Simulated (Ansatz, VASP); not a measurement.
## One calculation of NaCuH3, two programs

Contents of INCAR:

```
SYSTEM = NaCuH3
ALGO = Normal
EDIFF = 1E-7
ENCUT = 520
GGA = CA
ISIF = 2
ISMEAR = 0
LASPH = .TRUE.
LCHARG = .FALSE.
LREAL = .FALSE.
LWAVE = .FALSE.
NBANDS = 18
NELM = 60
PREC = Accurate
SIGMA = 0.1
```

KPOINTS

```
k-points
0
G
  10 10 10
  0 0 0
```

POSCAR

```
NaCuH3
1.0
    3.5039547167      0.0000000000      0.0000000000
    0.0000000000      3.5039547167      0.0000000000
    0.0000000000      0.0000000000      3.5039547167
Na Cu H
1 1 3
Direct
    0.5000000000      0.5000000000      0.5000000000
    0.0000000000      0.0000000000      0.0000000000
    0.5000000000      0.0000000000      0.0000000000
    0.0000000000      0.5000000000      0.0000000000
    0.0000000000      0.0000000000      0.5000000000
```

Input for Ansatz:

```yaml
crystal:
  lattice:
    - [3.5039547167, 0.0, 0.0]
    - [0.0, 3.5039547167, 0.0]
    - [0.0, 0.0, 3.5039547167]
  atoms:
    - { symbol: Na, position: [0.5, 0.5, 0.5] }
    - { symbol: Cu, position: [0.0, 0.0, 0.0] }
    - { symbol: H, position: [0.5, 0.0, 0.0] }
    - { symbol: H, position: [0.0, 0.5, 0.0] }
    - { symbol: H, position: [0.0, 0.0, 0.5] }
basis:
  ecutwfc: 420
kpoints:
  mp_grid: { grid: [10, 10, 10] }
  band_path:
    path:
      - [[0.0, 0.0, 0.0], [0.0, 0.5, 0.0], [0.5, 0.5, 0.0], [0.0, 0.0, 0.0], [0.5, 0.5, 0.5], [0.0, 0.5, 0.0]]
      - [[0.5, 0.5, 0.5], [0.5, 0.5, 0.0]]
    npoints: 14
hamiltonian:
  xc: lda
scf:
  occupations: { method: gaussian, width: 0.1 }
  n_extra_bands: 12
output:
  forces: true
  stress: true
  eigenvalues: true
  populations: true
  dos: { projected: true, de: 0.02, nscf_kmesh: { grid: [12, 12, 12] } }
  bader: true
  write_density: true
  write_potential: true
  elf: true
  volumetric_format: npy
```

Alike in both runs: task single point; functional LDA; k mesh 10 × 10 × 10; occupations gaussian, width 0.1 eV; no spin polarisation.

```csv
,VASP,Ansatz
version,VASP 6.6.1,Ansatz 0.2.0
potentials or method,"VASP PAW LDA potentials, release 64 (Na_pv, Cu, H), cutoff 520 eV","scalar-relativistic, plane waves, PAW"
valence electrons in the cell,21,31
```

```tsv
	VASP	Ansatz	Ansatz less VASP
gap on the k mesh at the Fermi level (eV)	none	none	-
pressure (GPa)	-5.4	-5.5	-0.12
```

LDA's correlation is that of Perdew and Zunger in VASP and of Perdew and Wang (1992) in Ansatz. A gap of «none» marks a metal or a gap that the smearing closes. VASP's potentials hold 21 valence electrons a cell and Ansatz's 31, so a difference there can come from the potentials and not from the codes.
